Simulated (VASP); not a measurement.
Wanted: the native input for a VASP 6.6.1 run.

| Quantity | Value |
| --- | --- |
| Task | single point |
| Functional | r2SCAN |
| Potentials or basis | VASP PAW PBE potentials, release 64 (Al, Co) |
| Cutoff | 520 eV |
| k mesh | 12 × 12 × 12 |
| Occupations | methfessel-paxton, width 0.05 eV |
| Spin | collinear spin, ferromagnetic start |
| Starting moments | [0.0, 1.76, 1.76, 1.76] μB |
| Dipole correction | no |
| Further INCAR settings | ALGO = Normal; EDIFF = 1e-07; NBANDS = 27 |

The system is AlCo3.

```xyz
4
Lattice="3.5749 0.0000 0.0000 0.0000 3.5749 0.0000 0.0000 0.0000 3.5749" Properties=species:S:1:pos:R:3 pbc="T T T"
Al    0.0000    0.0000    0.0000
Co    1.7875    1.7875    0.0000
Co    1.7875    0.0000    1.7875
Co    0.0000    1.7875    1.7875
```

One way to write it, as run:

POSCAR

```
AlCo3
1.0
    3.5749480000      0.0000000000      0.0000000000
    0.0000000000      3.5749480000      0.0000000000
    0.0000000000      0.0000000000      3.5749480000
Al Co
1 3
Direct
    0.0000000000      0.0000000000      0.0000000000
    0.5000000000      0.5000000000      0.0000000000
    0.5000000000      0.0000000000      0.5000000000
    0.0000000000      0.5000000000      0.5000000000
```

INCAR.step1

```
SYSTEM = AlCo3
PREC = Accurate
ENCUT = 520
ISMEAR = 1
SIGMA = 0.05
LREAL = .False.
LASPH = .True.
NELM = 150
ISPIN = 2
MAGMOM = 0 1.76 1.76 1.76
LMAXMIX = 4
NBANDS = 27
GGA = PE
ALGO = Normal
EDIFF = 1E-4
LWAVE = .True.
LCHARG = .False.
```

INCAR.step2

```
SYSTEM = AlCo3
PREC = Accurate
ENCUT = 520
EDIFF = 1E-7
ISMEAR = 1
SIGMA = 0.05
LREAL = .False.
LASPH = .True.
NELM = 150
ALGO = Normal
ISIF = 2
LWAVE = .False.
LCHARG = .False.
ISPIN = 2
MAGMOM = 0 1.76 1.76 1.76
LORBIT = 11
LMAXMIX = 4
METAGGA = R2SCAN
LMIXTAU = .True.
NBANDS = 27
ISTART = 1
```

KPOINTS

```
Automatic mesh
0
Gamma
  12 12 12
  0 0 0
```

Potentials or basis: VASP PAW PBE potentials, release 64 (Al, Co).

Launch:

```bash
$ cat potpaw_PBE.64/Al/POTCAR potpaw_PBE.64/Co/POTCAR > POTCAR
$ cp INCAR.step1 INCAR
$ mpirun -np 1 vasp_std > vasp.out
$ cp INCAR.step2 INCAR
$ mpirun -np 1 vasp_std > vasp.out
```

It gave:

```json
{
  "Pressure": "1.3 GPa",
  "Net moment": "4.48 μB per cell",
  "Site moments": "Al -0.04; Co +1.57 μB",
  "Valence electrons inside the program's atomic spheres": "Al 0.84; Co 8.32"
}
```

Caveat: the PAW data sets were made with another functional, which shifts forces and pressure a little.

It took 6.2 min on 1 thread of Intel(R) Xeon(R) 6975P-C (Granite Rapids), on a shared host, peak memory 0.28 GiB.
